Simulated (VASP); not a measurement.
The system is TaN.

```
Ta N
1.0
     0.00000    2.21132    2.21132
     2.21132    0.00000    2.21132
     2.21132    2.21132    0.00000
Ta N
1 1
Direct
  0.50000 0.50000 0.50000
  0.00000 0.00000 0.00000
```

| Property | Result |
| --- | --- |
| Program | VASP 6.6.1 |
| Task | relaxation of cell and atoms |
| Functional | PBE |
| Dispersion | D4 |
| Potentials or basis | VASP PAW PBE potentials, release 64 (Ta_pv, N) |
| Cutoff | 600 eV |
| k mesh | 10 × 10 × 10 |
| Occupations | fermi-dirac, width 0.05 eV |
| Spin | no spin polarisation |

At the start: pressure -5.8 GPa; volume 10.81 Å³/atom.

Task: How do energy, volume and symmetry change on relaxing?

Result: Over 4 steps the energy falls by 3.4 meV/atom and the volume is 10.63 Å³/atom (-1.7 %); space group Fm-3m (No. 225, to 0.05 Å).

The path:
| step | energy change (eV) | largest force (eV/Å) | pressure (GPa) | volume (Å³) |
| --- | --- | --- | --- | --- |
| 1 | 0.0000 | 0.0000 | -5.75 | 21.63 |
| 2 | 0.0276 | 0.0000 | 14.67 | 20.43 |
| 3 | -0.0069 | 0.0000 | 0.24 | 21.24 |
| 4 | -0.0069 | 0.0000 | -0.01 | 21.25 |

Final structure:
```cif
data_structure
_symmetry_space_group_name_H-M 'P 1'
_symmetry_Int_Tables_number 1
_cell_length_a 3.1092
_cell_length_b 3.1092
_cell_length_c 3.1092
_cell_angle_alpha 60.000
_cell_angle_beta 60.000
_cell_angle_gamma 60.000
_cell_volume 21.25
loop_
_atom_site_label
_atom_site_type_symbol
_atom_site_fract_x
_atom_site_fract_y
_atom_site_fract_z
_atom_site_occupancy
Ta1 Ta 0.50000 0.50000 0.50000 1
N1 N 0.00000 0.00000 0.00000 1
```

Caveat: pairwise dispersion overbinds metals, which lowers pressure and volume.
